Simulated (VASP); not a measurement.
# FeGe (Pm-3m) in VASP: single point with PBE

Aim: the single point of FeGe with PBE.

All numbers are computed with VASP 6.6.1; they aren't measurements. Logs are shortened: lines on timing, memory, paths and dates and some standing lists are left out, and cuts for length are marked.

## Step 1: The cell of the first run

It takes space group Pm-3m (No. 221, cubic). The conventional cell has a = 2.894 Å, b = 2.894 Å, c = 2.894 Å, α = 90.00°, β = 90.00°, γ = 90.00°. Fe (site symmetry m-3m) has 8 Ge at 2.51 Å and 6 Fe at 2.89 Å within 3.3 Å. Within 3.3 Å of Ge (site symmetry m-3m) lie 8 Fe at 2.51 Å and 6 Ge at 2.89 Å.

## Step 2: Single point, PBE, collinear spin, ferromagnetic start

File INCAR:

```
SYSTEM = FeGe
  ALGO = Normal
  EDIFF = 1E-6
  ENCUT = 520
  GGA = PE
  ISIF = 2
  ISMEAR = 0
  ISPIN = 2
  LASPH = .True.
  LCHARG = .False.
  LMAXMIX = 4
  LORBIT = 11
  LREAL = .False.
  LWAVE = .False.
  MAGMOM = 0.16 0
  NBANDS = 22
  NELM = 150
  PREC = Accurate
  SIGMA = 0.1
```

File KPOINTS:

```
k-points
0
Gamma
  20 20 20
  0 0 0
```

File POSCAR:

```
FeGe
1.0
    2.8935077727      0.0000000000      0.0000000000
    0.0000000000      2.8935077727      0.0000000000
    0.0000000000      0.0000000000      2.8935077727
Fe Ge
1 1
Direct
    0.5000000000      0.5000000000      0.5000000000
    0.0000000000      0.0000000000      0.0000000000
```

Potentials or basis: VASP PAW PBE potentials, release 64 (Fe, Ge_d).

Launch:

```
> cat potpaw_PBE.64/Fe/POTCAR potpaw_PBE.64/Ge_d/POTCAR > POTCAR
> mpirun -np 1 vasp_std > vasp.out
```

OUTCAR:

```text
SYSTEM = FeGe
   EDIFF = 1E-6
   ENCUT = 520
   GGA = PE
   ISIF = 2
   ISMEAR = 0
   ISPIN = 2
   LASPH = .True.
   LORBIT = 11
   LREAL = .False.
   NELM = 150
   PREC = Accurate

 ion  position               nearest neighbor table
   1  0.500  0.500  0.500-   2 2.51   2 2.51   2 2.51   2 2.51   2 2.51   2 2.51   2 2.51   2 2.51

   2  0.000  0.000  0.000-   1 2.51   1 2.51   1 2.51   1 2.51   1 2.51   1 2.51   1 2.51   1 2.51

  LATTYP: Found a simple cubic cell.
 ALAT       =     2.8935077727

  Lattice vectors:

 A1 = (   2.8935077727,   0.0000000000,   0.0000000000)
 A2 = (   0.0000000000,   2.8935077727,   0.0000000000)
 A3 = (   0.0000000000,   0.0000000000,   2.8935077727)

Analysis of symmetry for initial positions (statically):
=====================================================================
 Subroutine PRICEL returns:
 Original cell was already a primitive cell.

 Routine SETGRP: Setting up the symmetry group for a
 simple cubic supercell.

 Subroutine GETGRP returns: Found 48 space group operations
 (whereof 48 operations were pure point group operations)
 out of a pool of 48 trial point group operations.

The static configuration has the point symmetry O_h .

Analysis of symmetry for dynamics (positions and initial velocities):
=====================================================================
 Subroutine PRICEL returns:
 Original cell was already a primitive cell.

 Routine SETGRP: Setting up the symmetry group for a
 simple cubic supercell.

 Subroutine GETGRP returns: Found 48 space group operations
 (whereof 48 operations were pure point group operations)
 out of a pool of 48 trial point group operations.

The dynamic configuration has the point symmetry O_h .

Analysis of structural, dynamic, and magnetic symmetry:
=====================================================================
 Subroutine PRICEL returns:
 Original cell was already a primitive cell.

 Routine SETGRP: Setting up the symmetry group for a
 simple cubic supercell.

 Subroutine GETGRP returns: Found 48 space group operations
 (whereof 48 operations were pure point group operations)
 out of a pool of 48 trial point group operations.

The overall configuration has the point symmetry O_h .

 Subroutine INISYM returns: Found 48 space group operations
 (whereof 48 operations are pure point group operations),
 and found     1 'primitive' translations

----------------------------------------------------------------------------------------

                                     Primitive cell

  volume of cell :      24.2256

  direct lattice vectors                    reciprocal lattice vectors
     2.893507773  0.000000000  0.000000000     0.345601283  0.000000000  0.000000000
     0.000000000  2.893507773  0.000000000     0.000000000  0.345601283  0.000000000
     0.000000000  0.000000000  2.893507773     0.000000000  0.000000000  0.345601283

  length of vectors
     2.893507773  2.893507773  2.893507773     0.345601283  0.345601283  0.345601283

  position of ions in fractional coordinates (direct lattice)
     0.500000000  0.500000000  0.500000000
     0.000000000  0.000000000  0.000000000

  ion indices of the primitive-cell ions
   primitive index   ion index
                 1           1
                 2           2

----------------------------------------------------------------------------------------

 KPOINTS: k-points

Automatic generation of k-mesh.
 Grid dimensions read from file:
 generate k-points for:   20   20   20

 Generating k-lattice:

  Cartesian coordinates                     Fractional coordinates (reciprocal lattice)
     0.017280064  0.000000000  0.000000000     0.050000000  0.000000000  0.000000000
     0.000000000  0.017280064  0.000000000     0.000000000  0.050000000  0.000000000
     0.000000000  0.000000000  0.017280064     0.000000000  0.000000000  0.050000000

  Length of vectors
     0.017280064  0.017280064  0.017280064

  Shift w.r.t. Gamma in fractional coordinates (k-lattice)
     0.000000000  0.000000000  0.000000000

 Subroutine IBZKPT returns following result:
 ===========================================

 Found    286 irreducible k-points:

 Following reciprocal coordinates:
            Coordinates               Weight
  0.000000  0.000000  0.000000      1.000000
  0.050000  0.000000  0.000000      6.000000
  0.100000  0.000000  0.000000      6.000000
  0.150000  0.000000  0.000000      6.000000
  0.200000  0.000000  0.000000      6.000000
  0.250000  0.000000  0.000000      6.000000
[... 16 lines left out ...]
  0.150000  0.100000  0.000000     24.000000
  0.200000  0.100000  0.000000     24.000000
 [... further k-points ...]
   k-points           NKPTS =    286   k-points in BZ     NKDIM =    286   number of bands    NBANDS=     22
   number of dos      NEDOS =    301   number of ions     NIONS =      2
   total plane-waves  NPLWV =  13824
   dimension x,y,z NGX =    24 NGY =   24 NGZ =   24
   dimension x,y,z NGXF=    48 NGYF=   48 NGZF=   48
   ions per type =               1   1
   NGX,Y,Z   is equivalent  to a cutoff of  13.79, 13.79, 13.79 a.u.
   NGXF,Y,Z  is equivalent  to a cutoff of  27.58, 27.58, 27.58 a.u.
 SYSTEM =  FeGe
   PREC   = accura    normal or accurate (medium, high low for compatibility)
   ISTART =      0    job   : 0-new  1-cont  2-samecut
   ICHARG =      2    charge: 1-file 2-atom 10-const
   ISPIN  =      2    spin polarized calculation?
   LNONCOLLINEAR =      F non collinear calculations
   LSORBIT =      F    spin-orbit coupling
   LASPH  =      T    aspherical Exc in radial PAW
   ENCUT  =  520.0 eV  38.22 Ry    6.18 a.u.   5.38  5.38  5.38*2*pi/ulx,y,z
   NELM   =    150;   NELMIN=  2; NELMDL= -5     # of ELM steps
   EDIFF  = 0.1E-05   stopping-criterion for ELM
   LREAL  =      F    real-space projection
   EDIFFG = 0.1E-04   stopping-criterion for IOM
   NSW    =      0    number of steps for IOM
   IBRION =     -1    ionic relax: 0-MD 1-quasi-New 2-CG
   NFREE  =      0    steps in history (QN), initial steepest desc. (CG)
   ISIF   =      2    stress and relaxation
   ISYM   =      2    0-nonsym 1-usesym 2-fastsym
   POTIM  = 0.5000    time-step for ionic-motion
   TEBEG  =    0.0;   TEEND  =   0.0 temperature during run
   PSTRESS=    0.0 pullay stress
   NELECT =      22.0000    total number of electrons
   NUPDOWN=      -1.0000    fix difference up-down
   EMIN   =  10.00;   EMAX   =-10.00  energy-range for DOS
   EFERMI =   0.00;   METHOD = LEGACY
   ISMEAR =     0;   SIGMA  =   0.10  broadening in eV -4-tet -1-fermi 0-gaus
   EFERMI_NEDOS =   21; number of points for ismear=-14 and -15
   IALGO  =     38    algorithm
   IMIX   =      4    mixing-type and parameters
     AMIX     =   0.40;   BMIX     =  1.00
     AMIX_MAG =   1.60;   BMIX_MAG =  1.00
  volume/ion in A,a.u.               =      12.11        81.74
  Fermi-wavevector in a.u.,A,eV,Ry     =   1.585347  2.995872 34.195875  2.513326
  Thomas-Fermi vector in A             =   2.684826
   LORBIT       =     11    0 simple, 1 ext, 2 COOP (PROOUT), +10 PAW based schemes
   GGA     = PE    functional components
   LHFCALC =     F    Hartree Fock is set to
   AEXX    =    0.0000 exact exchange contribution
   IVDW    =     0    specifies the selected vdW correction
   LEPSILON=     F    determine dielectric tensor
   LRPA    =     F    only Hartree local field effects (RPA)
 spin polarized calculation
 Gauss-broadening in eV      SIGMA  =   0.10
  energy-cutoff  :      520.00
  volume of cell :       24.23
 maximum number of plane-waves:       672
 NGX is ok and might be reduce to    24
   NGX = 11   NGY = 11   NGZ = 11

 number of electron      22.0000005 magnetization       0.0000137

 number of electron      22.0000005 magnetization      -0.0000114

 Free energy of the ion-electron system (eV)
  ---------------------------------------------------
  ext. energy  EPLUGINS =         0.00000000
  ---------------------------------------------------
  free energy    TOTEN  =       -12.74511531 eV

  energy without entropy =      -12.74256339  energy(sigma->0) =      -12.74383935

 E-fermi :   8.9769     XC(G=0): -13.2555

 val. band max:        8.9612371170   @ k =   0.4500   0.4000   0.3000
 cond. band min:       8.9823821778   @ k =   0.4500   0.3500   0.3000
 fundamental gap:      0.0211450608
 Fermi energy:         8.9768664521

 spin component 1

 k-point     1 :       0.0000    0.0000    0.0000
  band No.  band energies     occupation
      1     -16.0003      1.00000
      2     -16.0003      1.00000
      3     -15.8705      1.00000
      4     -15.8705      1.00000
      5     -15.8705      1.00000
      6      -4.9233      1.00000
[... 14 lines left out ...]
     21      32.1646      0.00000
     22      32.1646      0.00000
[... 552 lines left out ...]
  band No.  band energies     occupation
      1     -15.9880      1.00000
      2     -15.9527      1.00000
      3     -15.8880      1.00000
      4     -15.8833      1.00000
      5     -15.8722      1.00000
      6      -4.0364      1.00000
[... 14 lines left out ...]
     21      29.7540      0.00000
     22      30.0291      0.00000

 [... further k-points ...]

 spin component 2

 k-point     1 :       0.0000    0.0000    0.0000
  band No.  band energies     occupation
      1     -16.0003      1.00000
      2     -16.0003      1.00000
      3     -15.8706      1.00000
      4     -15.8706      1.00000
      5     -15.8706      1.00000
      6      -4.9233      1.00000
[... 14 lines left out ...]
     21      32.1646      0.00000
     22      32.1646      0.00000
[... 552 lines left out ...]
  band No.  band energies     occupation
      1     -15.9880      1.00000
      2     -15.9527      1.00000
      3     -15.8880      1.00000
      4     -15.8833      1.00000
      5     -15.8722      1.00000
      6      -4.0364      1.00000
[... 14 lines left out ...]
     21      29.7540      0.00000
     22      30.0291      0.00000

 [... further k-points ...]

------------------------ aborting loop because EDIFF is reached ----------------------------------------

  FORCE on cell =-STRESS in cart. coord.  units (eV):
  Direction    XX          YY          ZZ          XY          YZ          ZX
  --------------------------------------------------------------------------------------
  -------------------------------------------------------------------------------------
  Total        0.0382233      0.0382233      0.0382233      0.0000000      0.0000000      0.0000000
  in kB        2.5279276      2.5279276      2.5279276      0.0000000      0.0000000      0.0000000
  external PRESSURE =       2.5279276 kB  Pullay stress =       0.0000000 kB

 VOLUME and BASIS-vectors are now :
 -----------------------------------------------------------------------------
  energy-cutoff  :      520.00
  volume of cell :       24.23
      direct lattice vectors                 reciprocal lattice vectors
     2.893507773  0.000000000  0.000000000     0.345601283  0.000000000  0.000000000
     0.000000000  2.893507773  0.000000000     0.000000000  0.345601283  0.000000000
     0.000000000  0.000000000  2.893507773     0.000000000  0.000000000  0.345601283

 POSITION                                       TOTAL-FORCE (eV/Angst)
 -----------------------------------------------------------------------------------
      1.44675      1.44675      1.44675         0.000000      0.000000      0.000000
      0.00000      0.00000      0.00000         0.000000      0.000000      0.000000
 -----------------------------------------------------------------------------------
    total drift:                                0.000000      0.000000     -0.000000

  FREE ENERGIE OF THE ION-ELECTRON SYSTEM (eV)
  ---------------------------------------------------
  free  energy   TOTEN  =       -12.7451153131 eV

  energy  without entropy=      -12.7425633888  energy(sigma->0) =      -12.74383935

 total charge

# of ion       s       p       d       tot
------------------------------------------
    1        0.380   0.483   6.553   7.416
    2        1.107   1.225  10.141  12.473
--------------------------------------------------
tot          1.486   1.708  16.695  19.889

 magnetization (x)

# of ion       s       p       d       tot
------------------------------------------
    1       -0.000  -0.000   0.000   0.000
    2        0.000   0.000   0.000   0.000
--------------------------------------------------
tot         -0.000   0.000   0.000   0.000
```

Run time: 2 min. Hardware: 1 thread of Intel Xeon Platinum 8375C at 2.90GHz (Ice Lake), shared host; peak memory 0.33 GiB.

What came out:

| Item | Value |
| --- | --- |
| Free energy | -12.7451 eV |
| Pressure | 0.3 GPa |
| Band gap on the k mesh | zero (filled and empty bands overlap) |
| Net moment | 0.00 μB per cell |
| Valence electrons inside the program's atomic spheres | Fe 7.42; Ge 12.47 |

Levels at points of the mesh, in eV from the Fermi level:
Spin up:
```csv
k point,band 8,band 9,band 10,band 11,band 12,band 13,band 14,band 15
"(0.00, 0.00, 0.00)",-2.73,-0.48,-0.48,-0.48,3.04,3.04,3.04,9.72
"(0.50, 0.00, 0.00)",-2.26,-1.90,-1.90,-0.42,0.40,8.03,8.03,9.38
"(0.50, 0.50, 0.00)",-4.65,-2.76,-1.16,-1.16,0.16,1.47,3.02,7.88
"(0.50, 0.50, 0.50)",-5.13,-3.67,0.21,0.21,2.86,2.86,2.86,3.96
```
Spin down:
```
           k point  band 8  band 9  band 10  band 11  band 12  band 13  band 14  band 15
(0.00, 0.00, 0.00)   -2.73   -0.48    -0.48    -0.48     3.04     3.04     3.04     9.72
(0.50, 0.00, 0.00)   -2.26   -1.90    -1.90    -0.42     0.40     8.03     8.03     9.38
(0.50, 0.50, 0.00)   -4.65   -2.76    -1.16    -1.16     0.16     1.47     3.02     7.88
(0.50, 0.50, 0.50)   -5.13   -3.67     0.21     0.21     2.86     2.86     2.86     3.96
```
